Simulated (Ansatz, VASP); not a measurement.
Na in VASP and in Ansatz

Contents of INCAR:

```
  PREC = Accurate
  ENCUT = 520
  EDIFF = 1E-6
  ISMEAR = -1
  SIGMA = 0.05
  LREAL = False
  LASPH = True
  NELM = 80
  ALGO = Normal
  ISIF = 2
  LWAVE = False
  LCHARG = True
  GGA = CA
  LELF = True
  LVHAR = True
  NBANDS = 10
```

Contents of KPOINTS:

```
regular mesh
0
Gamma
  12 12 12
```

The input POSCAR:

```
Na
1.0
    3.0315204492      0.0000000000      0.0000000000
    0.0000000000      3.0315204492      0.0000000000
    0.0000000000      0.0000000000      3.0315204492
Na
1
Direct
    0.0000000000      0.0000000000      0.0000000000
```

Input for Ansatz:

```yaml
crystal:
  lattice:
    - [3.0315204492, 0.0, 0.0]
    - [0.0, 3.0315204492, 0.0]
    - [0.0, 0.0, 3.0315204492]
  atoms:
    - { symbol: Na, position: [0.0, 0.0, 0.0] }
kpoints:
  mp_grid: { grid: [12, 12, 12] }
scf:
  occupations: { method: fermi_dirac, width: 0.05 }
hamiltonian:
  xc: lda
  pseudopotentials: { kind: all_electron, lapw: { basis_error: 0.001 } }
output:
  forces: true
  stress: true
  eigenvalues: true
  populations: true
```

Change from the starting cell: volume scaled by 0.78, LAPW.

Alike in both runs: task single point; functional LDA; k mesh 12 × 12 × 12; occupations fermi-dirac, width 0.05 eV; no spin polarisation.

```csv
,VASP,Ansatz
version,VASP 6.6.1,Ansatz 0.2.0
potentials or method,"VASP PAW LDA potentials, release 64 (Na_pv), cutoff 520 eV","all-electron LAPW, scalar-relativistic"
```

|  | VASP | Ansatz | Ansatz less VASP |
| --- | --- | --- | --- |
| pressure (GPa) | 2.8 | 2.9 | +0.08 |

LDA's correlation is that of Perdew and Zunger in VASP and of Perdew and Wang (1992) in Ansatz. Ansatz ran all-electron here, and VASP with PAW potentials.
